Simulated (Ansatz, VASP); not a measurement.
## One calculation of Te2Mo, two programs

```
CELL_PARAMETERS angstrom
3.49459 0.00000 0.00000
-1.74729 3.02640 0.00000
0.00000 0.00000 13.87981
ATOMIC_POSITIONS crystal
Te 0.33333 0.66667 0.62100
Te 0.66667 0.33333 0.12100
Te 0.33333 0.66667 0.87900
Te 0.66667 0.33333 0.37900
Mo 0.33333 0.66667 0.25000
Mo 0.66667 0.33333 0.75000
```

Alike in both runs: task single point; functional PBE; k mesh 8 × 8 × 2; occupations fermi-dirac, width 0.1 eV; no spin polarisation.

|  | VASP | Ansatz |
| --- | --- | --- |
| version | VASP 6.6.1 | Ansatz 0.2.0 |
| potentials or method | VASP PAW PBE potentials, release 64 (Te, Mo_sv), cutoff 520 eV | plane waves, PAW |
| valence electrons in the cell | 52 | 92 |

|  | VASP | Ansatz | Ansatz less VASP |
| --- | --- | --- | --- |
| pressure (GPa) | 5.2 | 5.2 | -0.02 |
| traceless stress, the component that is largest in VASP (GPa) | 0.86 | 0.80 | -0.064 |

VASP's potentials hold 52 valence electrons a cell and Ansatz's 92, so a difference there can come from the potentials and not from the codes.

Neither program's run includes spin-orbit coupling.
